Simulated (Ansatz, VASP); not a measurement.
**Two plane-wave programs on Sc5Al**

```
Sc Al
1.0
     5.14325    0.00000    0.00000
    -2.57163    4.45419    0.00000
     0.00000    0.00000    4.70948
Sc Al
5 1
Direct
  0.00000 0.66667 0.00000
  0.66667 0.00000 0.00000
  0.33333 0.33333 0.00000
  0.33333 0.66667 0.50000
  0.66667 0.33333 0.50000
  0.00000 0.00000 0.50000
```

Alike in both runs: task single point; functional PBE; k mesh 6 × 6 × 4; occupations gaussian, width 0.1 eV; no spin polarisation.

|  | VASP | Ansatz |
| --- | --- | --- |
| version | VASP 6.6.1 | Ansatz 0.2.0 |
| potentials or method | VASP PAW PBE potentials, release 64 (Sc_sv, Al), cutoff 520 eV | scalar-relativistic, plane waves, PAW |
| valence electrons in the cell | 58 | 58 |

Ansatz gave:

* gap on the k mesh at the Fermi level (eV): none
* pressure (GPa): 21.3
* traceless stress, the component that is largest in VASP (GPa): 0.96
* rms of the force components (eV/Å): 0.421

**Question.** What did VASP give for the same quantities?

**Answer.** gap on the k mesh at the Fermi level (eV): none; pressure (GPa): 21.5; traceless stress, the component that is largest in VASP (GPa): 0.97; rms of the force components (eV/Å): 0.422.

Atom by atom the forces differ by 0.000 eV/Å (rms over components). A gap of «none» marks a metal or a gap that the smearing closes.
